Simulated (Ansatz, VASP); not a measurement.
## ScSi2O3: VASP beside Ansatz

```
Sc Si O
1.0
     5.74708    0.00000    0.00000
    -2.87354    4.97712    0.00000
     0.00000    0.00000    2.79370
Sc Si O
1 2 3
Direct
  0.00000 0.00000 0.50000
  0.33333 0.66667 0.50000
  0.66667 0.33333 0.50000
  0.35422 0.00000 0.50000
  0.00000 0.35422 0.50000
  0.64578 0.64578 0.50000
```

Alike in both runs: task relaxation of cell and atoms; functional PBE; k mesh 6 × 6 × 6; occupations gaussian, width 0.1 eV; no spin polarisation.

|  | VASP | Ansatz |
| --- | --- | --- |
| version | VASP 6.6.1 | Ansatz 0.2.0 |
| potentials or method | VASP PAW PBE potentials, release 64 (Sc_sv, Si, O), cutoff 600 eV | scalar-relativistic, plane waves, PAW |
| valence electrons in the cell | 37 | 37 |

Ansatz gave:

| Quantity | Value |
| --- | --- |
| gap on the k mesh at the Fermi level, each at its own relaxed structure (eV) | none |
| relaxed volume (Å³/atom) | 13.32 |
| relaxed cell length with the largest relative difference (Å) | 5.747 |

Problem. What did VASP give for the same quantities?

Solution. gap on the k mesh at the Fermi level, each at its own relaxed structure (eV): none; relaxed volume (Å³/atom): 13.37; relaxed cell length with the largest relative difference (Å): 5.757.

A gap of «none» marks a metal or a gap that the smearing closes.

The k mesh is coarse, so the values compare programs but aren't converged.
